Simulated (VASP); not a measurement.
Here is a VASP 6.6.1 calculation.

The input INCAR:

```
SYSTEM = Nb
PREC     = Accurate       ! precision mode
ENCUT    = 520            ! plane-wave cutoff, eV
EDIFF    = 1E-6           ! SCF threshold, eV
ISMEAR   = -1             ! smearing method
SIGMA    = 0.05           ! smearing width, eV
LREAL    = .FALSE.        ! projectors in reciprocal space
LASPH    = .TRUE.         ! aspherical terms in the spheres
NELM     = 100            ! most SCF steps
ALGO     = Normal         ! electronic algorithm
ISIF     = 2              ! what is computed and relaxed
LWAVE    = .FALSE.        ! write WAVECAR
LCHARG   = .FALSE.        ! write CHGCAR
GGA      = PE             ! functional
NBANDS   = 12             ! bands
```

KPOINTS

```
regular mesh
0
G
  16 16 16
  0 0 0
```

POSCAR

```
Nb
1.0
   -1.3954346740      1.3954346740      1.3954346740
    1.3954346740     -1.3954346740      1.3954346740
    1.3954346740      1.3954346740     -1.3954346740
Nb
1
Direct
    0.0000000000      0.0000000000      0.0000000000
```

Potentials or basis: VASP PAW PBE potentials, release 64 (Nb_sv).

Run with:

```console
$ cat potpaw_PBE.64/Nb_sv/POTCAR > POTCAR
$ mpirun -np 1 vasp_std > vasp.out
```

Question: Predict the pressure.

Answer: 222.7 GPa.
